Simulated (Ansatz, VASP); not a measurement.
## Two plane-wave programs on Si3N4

```
CELL_PARAMETERS angstrom
-3.23735 3.23735 3.23735
3.23735 -3.23735 3.23735
3.23735 3.23735 -3.23735
ATOMIC_POSITIONS crystal
Si 0.25000 0.12500 0.87500
Si 0.87500 0.25000 0.12500
Si 0.75000 0.37500 0.62500
Si 0.62500 0.75000 0.37500
Si 0.12500 0.87500 0.25000
Si 0.37500 0.62500 0.75000
N 0.56280 0.56280 0.56280
N 0.43720 0.50000 0.00000
N 0.50000 0.00000 0.93720
N 0.00000 0.43720 0.50000
N 0.93720 0.50000 0.00000
N 0.06280 0.06280 0.06280
N 0.00000 0.93720 0.50000
N 0.50000 0.00000 0.43720
```

Alike in both runs: task electric field gradients; functional r2SCAN; k mesh 6 × 6 × 6; occupations fermi-dirac, width 0.01 eV; no spin polarisation.

```csv
,VASP,Ansatz
version,VASP 6.6.1,Ansatz 0.2.0
potentials or method,"VASP PAW PBE potentials, release 64 (Si, N)","plane-wave PAW, scalar-relativistic"
plane-wave cutoff (eV),520,500
valence electrons in the cell,64,64
```

```tsv
	VASP	Ansatz	Ansatz less VASP
gap on the k mesh at the Fermi level (eV)	4.69	4.69	-0.001
pressure (GPa)	-4.2	-4.1	+0.16
rms of the force components (eV/Å)	0.013	0.012	-0.0007
size of Vzz on the site where it differs most (V/Å²)	56.5	59.2	+2.68
```

VASP's potentials were made for PBE, not for r2SCAN. Atom by atom the forces differ by 0.001 eV/Å (rms over components).
